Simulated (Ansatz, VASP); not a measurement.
**Al32H in VASP and in Ansatz**

INCAR

```
SYSTEM = Al32H
  PREC = Accurate
  ENCUT = 520
  EDIFF = 1E-6
  ISMEAR = 0
  SIGMA = 0.1
  LREAL = Auto
  LASPH = .TRUE.
  NELM = 100
  ALGO = Normal
  ISIF = 2
  LWAVE = .FALSE.
  LCHARG = .FALSE.
  LDIPOL = .TRUE.
  IDIPOL = 3
  DIPOL = 0.5 0.5 0.371
  GGA = PE
  IVDW = 12
  NBANDS = 70
```

Contents of KPOINTS:

```
Automatic mesh
0
G
  6 6 1
  0 0 0
```

The input POSCAR:

```
Al32H
1.0
    5.6288445222      0.0000000000      0.0000000000
   -2.8144222611      4.8747223502      0.0000000000
    0.0000000000      0.0000000000     33.5549453352
Al H
32 1
Direct
    0.1666666667      0.3333333333      0.1192074658
    0.1666666667      0.8333333333      0.1192074658
    0.6666666667      0.3333333333      0.1192074658
    0.6666666667      0.8333333333      0.1192074658
    0.0000000000      0.0000000000      0.1880575786
    0.0000000000      0.5000000000      0.1880575786
    0.5000000000      0.0000000000      0.1880575786
    0.5000000000      0.5000000000      0.1880575786
    0.3333333333      0.1666666667      0.2569076914
    0.3333333333      0.6666666667      0.2569076914
    0.8333333333      0.1666666667      0.2569076914
    0.8333333333      0.6666666667      0.2569076914
    0.0000000000      0.0000000000      0.3257578042
    0.0000000000      0.5000000000      0.3257578042
    0.5000000000      0.0000000000      0.3257578042
    0.5000000000      0.5000000000      0.3257578042
    0.1666666667      0.3333333333      0.3941383343
    0.1666666667      0.8333333333      0.3941383343
    0.6666666667      0.3333333333      0.3941383343
    0.6666666667      0.8333333333      0.3941383343
    0.0000000000      0.0000000000      0.4632563468
    0.0000000000      0.5000000000      0.4632563468
    0.5000000000      0.0000000000      0.4632563468
    0.5000000000      0.5000000000      0.4632563468
    0.3333333333      0.1666666667      0.5326957441
    0.3333333333      0.6666666667      0.5326957441
    0.8333333333      0.1666666667      0.5326957441
    0.8333333333      0.6666666667      0.5326957441
    0.0000000000      0.0000000000      0.6036351761
    0.0000000000      0.5000000000      0.6036351761
    0.5000000000      0.0000000000      0.6036351761
    0.5000000000      0.5000000000      0.6036351761
    0.0000000000      0.0000000000      0.7019813354
```

Input for Ansatz:

```yaml
crystal:
  lattice:
    - [5.6288445222, 0.0, 0.0]
    - [-2.8144222611, 4.8747223502, 0.0]
    - [0.0, 0.0, 33.5549453352]
  atoms:
    - { symbol: Al, position: [0.1666666667, 0.3333333333, 0.1192074658] }
    - { symbol: Al, position: [0.1666666667, 0.8333333333, 0.1192074658] }
    - { symbol: Al, position: [0.6666666667, 0.3333333333, 0.1192074658] }
    - { symbol: Al, position: [0.6666666667, 0.8333333333, 0.1192074658] }
    - { symbol: Al, position: [0.0, 0.0, 0.1880575786] }
    - { symbol: Al, position: [0.0, 0.5, 0.1880575786] }
    - { symbol: Al, position: [0.5, 0.0, 0.1880575786] }
    - { symbol: Al, position: [0.5, 0.5, 0.1880575786] }
    - { symbol: Al, position: [0.3333333333, 0.1666666667, 0.2569076914] }
    - { symbol: Al, position: [0.3333333333, 0.6666666667, 0.2569076914] }
    - { symbol: Al, position: [0.8333333333, 0.1666666667, 0.2569076914] }
    - { symbol: Al, position: [0.8333333333, 0.6666666667, 0.2569076914] }
    - { symbol: Al, position: [0.0, 0.0, 0.3257578042] }
    - { symbol: Al, position: [0.0, 0.5, 0.3257578042] }
    - { symbol: Al, position: [0.5, 0.0, 0.3257578042] }
    - { symbol: Al, position: [0.5, 0.5, 0.3257578042] }
    - { symbol: Al, position: [0.1666666667, 0.3333333333, 0.3941383343] }
    - { symbol: Al, position: [0.1666666667, 0.8333333333, 0.3941383343] }
    - { symbol: Al, position: [0.6666666667, 0.3333333333, 0.3941383343] }
    - { symbol: Al, position: [0.6666666667, 0.8333333333, 0.3941383343] }
    - { symbol: Al, position: [0.0, 0.0, 0.4632563468] }
    - { symbol: Al, position: [0.0, 0.5, 0.4632563468] }
    - { symbol: Al, position: [0.5, 0.0, 0.4632563468] }
    - { symbol: Al, position: [0.5, 0.5, 0.4632563468] }
    - { symbol: Al, position: [0.3333333333, 0.1666666667, 0.5326957441] }
    - { symbol: Al, position: [0.3333333333, 0.6666666667, 0.5326957441] }
    - { symbol: Al, position: [0.8333333333, 0.1666666667, 0.5326957441] }
    - { symbol: Al, position: [0.8333333333, 0.6666666667, 0.5326957441] }
    - { symbol: Al, position: [0.0, 0.0, 0.6036351761] }
    - { symbol: Al, position: [0.0, 0.5, 0.6036351761] }
    - { symbol: Al, position: [0.5, 0.0, 0.6036351761] }
    - { symbol: Al, position: [0.5, 0.5, 0.6036351761] }
    - { symbol: H, position: [0.0, 0.0, 0.7019813354] }
basis:
  ecutwfc: 420
kpoints:
  mp_grid: { grid: [6, 6, 1] }
hamiltonian:
  xc: pbe
  pseudopotentials: { kind: paw, azcp: { folder: soft_1 } }
  dispersion: d3bj
scf:
  occupations: { method: gaussian, width: 0.1 }
output:
  forces: true
  eigenvalues: true
efield:
  axis: 3
  dipole_correction: true
  ramp_width: 0.04
```

Alike in both runs: task single point; functional PBE; dispersion D3(BJ); k mesh 6 × 6 × 1; occupations gaussian, width 0.1 eV; no spin polarisation.

|  | VASP | Ansatz |
| --- | --- | --- |
| version | VASP 6.6.1 | Ansatz 0.2.0 |
| potentials or method | VASP PAW PBE potentials, release 64 (Al, H), cutoff 520 eV | scalar-relativistic, plane waves, PAW |
| valence electrons in the cell | 97 | 97 |

```csv
,VASP,Ansatz,Ansatz less VASP
gap on the k mesh at the Fermi level (eV),none,none,-
rms of the force components (eV/Å),0.107,0.107,-0.0003
```

Atom by atom the forces differ by 0.001 eV/Å (rms over components). A gap of «none» marks a metal or a gap that the smearing closes.
